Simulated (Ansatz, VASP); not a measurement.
**SiO2 in VASP and in Ansatz**

```
CELL_PARAMETERS angstrom
4.90992 0.00000 0.00000
0.00000 4.90992 0.00000
0.00000 0.00000 6.83628
ATOMIC_POSITIONS crystal
Si 0.30028 0.30028 0.00000
Si 0.19972 0.80028 0.25000
Si 0.69972 0.69972 0.50000
Si 0.80028 0.19972 0.75000
O 0.23920 0.10440 0.17870
O 0.39560 0.73920 0.42870
O 0.76080 0.89560 0.67870
O 0.60440 0.26080 0.92870
O 0.73920 0.39560 0.57130
O 0.89560 0.76080 0.32130
O 0.26080 0.60440 0.07130
O 0.10440 0.23920 0.82130
```

Alike in both runs: task single point; functional revPBE; k mesh 5 × 5 × 4; no spin polarisation.

|  | VASP | Ansatz |
| --- | --- | --- |
| version | VASP 6.6.1 | Ansatz 0.2.0 |
| potentials or method | VASP PAW PBE potentials, release 64 (Si, O), cutoff 520 eV | PAW plane waves |
| occupations | fermi-dirac, width 0.1 eV | fermi-dirac |
| valence electrons in the cell | 64 | 64 |

|  | VASP | Ansatz | Ansatz less VASP |
| --- | --- | --- | --- |
| gap on the k mesh at the Fermi level (eV) | 6.24 | 6.24 | -0.004 |
| pressure (GPa) | 17.5 | 17.7 | +0.16 |
| traceless stress, the component that is largest in VASP (GPa) | 0.14 | 0.19 | +0.054 |
| rms of the force components (eV/Å) | 0.467 | 0.480 | +0.0125 |

VASP's potentials were made for PBE, not for revPBE. Atom by atom the forces differ by 0.016 eV/Å (rms over components).
